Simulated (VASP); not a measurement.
# I (Cmce) in VASP: single point with PBEsol

Aim: the single point of I with PBEsol.

Everything below comes from runs of VASP 6.6.1. Logs are shortened: lines on timing, memory, paths and dates and some standing lists are left out, and cuts for length are marked.

### 1 The cell of the first run

The structure is orthorhombic, space group Cmce (No. 64). Conventional cell: a = 7.472 Å, b = 5.089 Å, c = 9.854 Å, α = 90.00°, β = 90.00°, γ = 90.00°. Within 3.4 Å of I (site symmetry m) lie 1 I at 2.60 Å.

### 2 Single point, PBEsol

The input, INCAR:

```
ALGO = Normal
EDIFF = 1E-6
ENCUT = 520
GGA = PS
ISIF = 2
ISMEAR = -1
LASPH = T
LCHARG = F
LREAL = F
LWAVE = F
NBANDS = 22
NELM = 100
PREC = Accurate
SIGMA = 0.1
```

The input, KPOINTS:

```
k-points
0
Gamma
  6 6 3
```

The input, POSCAR:

```
I
1.0
    3.7362100000      2.5443170000      0.0000000000
    3.7362100000     -2.5443170000      0.0000000000
    0.0000000000      0.0000000000     -9.8542810000
I
4
Direct
    0.1381000000      0.8619000000      0.8891000000
    0.3619000000      0.6381000000      0.3891000000
    0.8619000000      0.1381000000      0.1109000000
    0.6381000000      0.3619000000      0.6109000000
```

Potentials or basis: VASP PAW PBE potentials, release 64 (I).

On the command line:

```console
> cat potpaw_PBE.64/I/POTCAR > POTCAR
> mpirun -np 1 vasp_std > vasp.out
```

OUTCAR:

```text
EDIFF = 1E-6
   ENCUT = 520
   GGA = PS
   ISIF = 2
   ISMEAR = -1
   LASPH = T
   LREAL = F
   NELM = 100
   PREC = Accurate

 ion  position               nearest neighbor table
   1  0.138  0.862  0.889-   3 2.60
   2  0.362  0.638  0.389-   4 2.60
   3  0.862  0.138  0.111-   1 2.60
   4  0.638  0.362  0.611-   2 2.60

  LATTYP: Found a base centered orthorhombic cell.
 ALAT       =     5.0886340000
 B/A-ratio  =     1.4684530269
 C/A-ratio  =     1.9365277597

  Lattice vectors:

 A1 = (  -3.7362100000,   2.5443170000,   0.0000000000)
 A2 = (   3.7362100000,   2.5443170000,   0.0000000000)
 A3 = (   0.0000000000,   0.0000000000,  -9.8542810000)

Analysis of symmetry for initial positions (statically):
=====================================================================
 Subroutine PRICEL returns:
 Original cell was already a primitive cell.

 Routine SETGRP: Setting up the symmetry group for a
 base centered orthorhombic supercell.

 Subroutine GETGRP returns: Found  8 space group operations
 (whereof  4 operations were pure point group operations)
 out of a pool of  8 trial point group operations.

The static configuration has the point symmetry C_2h.
 The point group associated with its full space group is D_2h.

Analysis of symmetry for dynamics (positions and initial velocities):
=====================================================================
 Subroutine PRICEL returns:
 Original cell was already a primitive cell.

 Routine SETGRP: Setting up the symmetry group for a
 base centered orthorhombic supercell.

 Subroutine GETGRP returns: Found  8 space group operations
 (whereof  4 operations were pure point group operations)
 out of a pool of  8 trial point group operations.

The dynamic configuration has the point symmetry C_2h.
 The point group associated with its full space group is D_2h.

 Subroutine INISYM returns: Found  8 space group operations
 (whereof  4 operations are pure point group operations),
 and found     1 'primitive' translations

----------------------------------------------------------------------------------------

                                     Primitive cell

  volume of cell :     187.3516

  direct lattice vectors                    reciprocal lattice vectors
[... 82 lines left out ...]
   PREC   = accura    normal or accurate (medium, high low for compatibility)
   ISTART =      0    job   : 0-new  1-cont  2-samecut
   ICHARG =      2    charge: 1-file 2-atom 10-const
   ISPIN  =      1    spin polarized calculation?
   LNONCOLLINEAR =      F non collinear calculations
   LSORBIT =      F    spin-orbit coupling
   LASPH  =      T    aspherical Exc in radial PAW
   ENCUT  =  520.0 eV  38.22 Ry    6.18 a.u.   8.40  8.40 18.32*2*pi/ulx,y,z
   NELM   =    100;   NELMIN=  2; NELMDL= -5     # of ELM steps
   EDIFF  = 0.1E-05   stopping-criterion for ELM
   LREAL  =      F    real-space projection
   EDIFFG = 0.1E-04   stopping-criterion for IOM
   NSW    =      0    number of steps for IOM
   IBRION =     -1    ionic relax: 0-MD 1-quasi-New 2-CG
   NFREE  =      0    steps in history (QN), initial steepest desc. (CG)
   ISIF   =      2    stress and relaxation
   ISYM   =      2    0-nonsym 1-usesym 2-fastsym
   POTIM  = 0.5000    time-step for ionic-motion
   TEBEG  =    0.0;   TEEND  =   0.0 temperature during run
   PSTRESS=    0.0 pullay stress
   NELECT =      28.0000    total number of electrons
   NUPDOWN=      -1.0000    fix difference up-down
   EMIN   =  10.00;   EMAX   =-10.00  energy-range for DOS
   EFERMI =   0.00;   METHOD = LEGACY
   ISMEAR =    -1;   SIGMA  =   0.10  broadening in eV -4-tet -1-fermi 0-gaus
   EFERMI_NEDOS =   21; number of points for ismear=-14 and -15
   IALGO  =     38    algorithm
   IMIX   =      4    mixing-type and parameters
     AMIX     =   0.40;   BMIX     =  1.00
     AMIX_MAG =   1.60;   BMIX_MAG =  1.00
  volume/ion in A,a.u.               =      46.84       316.08
  Fermi-wavevector in a.u.,A,eV,Ry     =   0.868777  1.641751 10.269319  0.754774
  Thomas-Fermi vector in A             =   1.987504
   LORBIT       =      0    0 simple, 1 ext, 2 COOP (PROOUT), +10 PAW based schemes
   GGA     = PS    functional components
   LHFCALC =     F    Hartree Fock is set to
   AEXX    =    0.0000 exact exchange contribution
   IVDW    =     0    specifies the selected vdW correction
   LEPSILON=     F    determine dielectric tensor
   LRPA    =     F    only Hartree local field effects (RPA)
 non-spin polarized calculation
  energy-cutoff  :      520.00
  volume of cell :      187.35
 maximum number of plane-waves:      5093
 NGX is ok and might be reduce to    36
   NGX = 17   NGY = 17   NGZ = 37

 number of electron      27.9999998 magnetization

 Free energy of the ion-electron system (eV)
  ---------------------------------------------------
  ext. energy  EPLUGINS =         0.00000000
  ---------------------------------------------------
  free energy    TOTEN  =        -6.53405984 eV

  energy without entropy =       -6.53369465  energy(sigma->0) =       -6.53387725

 E-fermi :   2.4395     XC(G=0):  -7.7412

 val. band max:        1.5643389929   @ k =   0.0000   0.0000   0.0000
 cond. band min:       3.2273226486   @ k =   0.0000   0.0000   0.0000
 fundamental gap:      1.6629836557
 Fermi energy:         2.4394559913

 k-point     1 :       0.0000    0.0000    0.0000
  band No.  band energies     occupation
      1     -12.0475      2.00000
      2     -11.7580      2.00000
      3      -9.5797      2.00000
      4      -8.9088      2.00000
      5      -2.8498      2.00000
      6      -1.8008      2.00000
[... 589 lines left out ...]
     21       8.8062      0.00000
     22       9.5361      0.00000

 [... further k-points ...]
[... 5 lines left out ...]
  --------------------------------------------------------------------------------------
  -------------------------------------------------------------------------------------
  Total       -0.4258709      0.4729327      3.3539074      0.0000000      0.0000000      0.0000000
  in kB       -3.6419258      4.0443850     28.6816556      0.0000000      0.0000000      0.0000000
  external PRESSURE =       9.6947049 kB  Pullay stress =       0.0000000 kB

 VOLUME and BASIS-vectors are now :
 -----------------------------------------------------------------------------
  energy-cutoff  :      520.00
  volume of cell :      187.35
      direct lattice vectors                 reciprocal lattice vectors
     3.736210000  2.544317000  0.000000000     0.133825454  0.196516393  0.000000000
     3.736210000 -2.544317000  0.000000000     0.133825454 -0.196516393  0.000000000
     0.000000000  0.000000000 -9.854281000     0.000000000  0.000000000 -0.101478738

 POSITION                                       TOTAL-FORCE (eV/Angst)
 -----------------------------------------------------------------------------------
      3.73621     -1.84158     -8.76144         0.000000      0.749159      1.311352
      3.73621     -0.70274     -3.83430         0.000000     -0.749159      1.311352
      3.73621      1.84158     -1.09284         0.000000     -0.749159     -1.311352
      3.73621      0.70274     -6.01998         0.000000      0.749159     -1.311352
 -----------------------------------------------------------------------------------
    total drift:                               -0.000000     -0.000000     -0.000000

  FREE ENERGIE OF THE ION-ELECTRON SYSTEM (eV)
  ---------------------------------------------------
  free  energy   TOTEN  =        -6.5340598408 eV

  energy  without entropy=       -6.5336946499  energy(sigma->0) =       -6.53387725
```

stdout:

```text
POSCAR found type information on POSCAR I
 POSCAR found :  1 types and       4 ions
 scaLAPACK will be used
 -----------------------------------------------------------------------------
|                                                                             |
|                                                                             |
|     You enforced a specific xc type in the INCAR file but a different       |
|     I HOPE YOU KNOW WHAT YOU ARE DOING!                                     |
|                                                                             |
 -----------------------------------------------------------------------------

 LDA part: xc-table for (Slater+PW92), standard interpolation
 POSCAR, INCAR and KPOINTS ok, starting setup
 FFT: planning ... GRIDC
 FFT: planning ... GRID_SOFT
 FFT: planning ... GRID
 WAVECAR not read
 entering main loop
```

It took 33 s on 1 thread of Intel Xeon 6975P-C (Granite Rapids), shared host; peak memory 0.32 GiB.

Results:

| Item | Value |
| --- | --- |
| Free energy | -6.5341 eV |
| Pressure | 1.0 GPa |
| Largest force | 1.510 eV/Å |
| Band gap on the k mesh | 1.66 eV |

Forces on the atoms (eV/Å):
```
I    0.000  0.749  1.311
I    0.000 -0.749  1.311
I    0.000 -0.749 -1.311
I    0.000  0.749 -1.311
```

Stress tensor (GPa, compression positive):
```
-0.36  0.00  0.00
 0.00  0.40  0.00
 0.00  0.00  2.87
```

Levels at points of the mesh, in eV from the valence-band top:
```csv
k point,band 11,band 12,band 13,band 14,band 15,band 16,band 17,band 18
"(0.00, 0.00, 0.00)",-0.88,-0.37,-0.01,0.00,1.66,2.42,4.96,5.23
"(0.50, 0.00, 0.00)",-0.84,-0.84,-0.23,-0.23,2.37,2.37,5.47,5.47
"(0.50, 0.50, 0.00)",-1.34,-1.09,-0.44,-0.07,1.66,2.07,5.43,5.79
```

Caveat: this functional lacks dispersion, which holds the molecules together, so the pressure and a relaxed volume are unreliable; the PAW data sets were made with another functional, which shifts forces and pressure a little; spin-orbit coupling is left out, which moves the levels of the heavy elements; an odd mesh through Γ misses points on the zone boundary, where band edges can lie.
